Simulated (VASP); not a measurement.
Input of a VASP 6.6.1 run:

File INCAR:

```
SYSTEM = CaB6
  PREC = Accurate
  ENCUT = 520
  EDIFF = 1E-7
  ISMEAR = 0
  SIGMA = 0.01
  LREAL = .False.
  LASPH = .True.
  NELM = 80
  ALGO = Normal
  ISIF = 2
  LWAVE = .False.
  LCHARG = .False.
  GGA = PE
  IBRION = 2
  NSW = 50
  EDIFFG = -0.01
```

The input KPOINTS:

```
regular mesh
0
Gamma
  8 8 8
  0 0 0
```

File POSCAR:

```
CaB6
1.0
    4.1888017831      0.0000000000      0.0000000000
    0.0000000000      4.1888017831      0.0000000000
    0.0000000000      0.0000000000      4.1888017831
Ca B
1 6
Direct
    0.5000000000      0.5000000000      0.5000000000
    0.0000000000      0.0000000000      0.2982058821
    0.0000000000      0.0000000000      0.7017941179
    0.2982058821      0.0000000000      0.0000000000
    0.7017941179      0.0000000000      0.0000000000
    0.0000000000      0.2982058821      0.0000000000
    0.0000000000      0.7017941179      0.0000000000
```

Potentials or basis: VASP PAW PBE potentials, release 64 (Ca_sv, B).

Run with:

```bash
$ cat potpaw_PBE.64/Ca_sv/POTCAR potpaw_PBE.64/B/POTCAR > POTCAR
$ mpirun -np 1 vasp_std > vasp.out
```

Q: What does it give for the energy gained by relaxing?

A: 0.1 meV/atom.

Q: Estimate the band gap on the k mesh.

A: 0.06 eV.

Forces on the atoms (eV/Å):
```
Ca   0.000  0.000  0.000
B    0.000  0.000 -0.002
B    0.000  0.000  0.002
B   -0.002  0.000  0.000
B    0.002  0.000  0.000
B    0.000 -0.002  0.000
B    0.000  0.002  0.000
```

A k mesh can miss the band edges.
